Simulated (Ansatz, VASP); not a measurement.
PbO in VASP and in Ansatz

```
CELL_PARAMETERS angstrom
5.95332 0.00000 0.00000
0.00000 5.54806 0.00000
0.00000 0.00000 4.80542
ATOMIC_POSITIONS crystal
Pb 0.76900 0.51400 0.25000
Pb 0.23100 0.48600 0.75000
Pb 0.76900 0.98600 0.75000
Pb 0.23100 0.01400 0.25000
O 0.13200 0.58200 0.25000
O 0.86800 0.41800 0.75000
O 0.13200 0.91800 0.75000
O 0.86800 0.08200 0.25000
```

Alike in both runs: task single point; functional PBEsol; k mesh 5 × 5 × 6; occupations fermi-dirac, width 0.05 eV; no spin polarisation.

|  | VASP | Ansatz |
| --- | --- | --- |
| version | VASP 6.6.1 | Ansatz 0.2.0 |
| potentials or method | VASP PAW PBE potentials, release 64 (Pb_d, O) | Ansatz PAW |
| plane-wave cutoff (eV) | 520 | 420 |
| valence electrons in the cell | 80 | 80 |

Ansatz gave:

```
gap on the k mesh at the Fermi level (eV)                     : 1.84
least direct gap on the mesh (eV)                             : 2.03
pressure (GPa)                                                : -4.7
traceless stress, the component that is largest in VASP (GPa) : 3.26
rms of the force components (eV/Å)                            : 0.532
```

**Question.** Estimate VASP's values.

**Answer.** gap on the k mesh at the Fermi level (eV): 1.84; least direct gap on the mesh (eV): 2.03; pressure (GPa): -4.7; traceless stress, the component that is largest in VASP (GPa): 3.41; rms of the force components (eV/Å): 0.529.

VASP's potentials were made for PBE, not for PBEsol. Atom by atom the forces differ by 0.020 eV/Å (rms over components). With one functional, cell and mesh, what is left measures potentials, basis and numerics.

Neither program's run includes spin-orbit coupling. Noted on Ansatz's run: odd divisions of the mesh miss points on the zone boundary, where band edges often lie, so the gap on the mesh can be too wide.
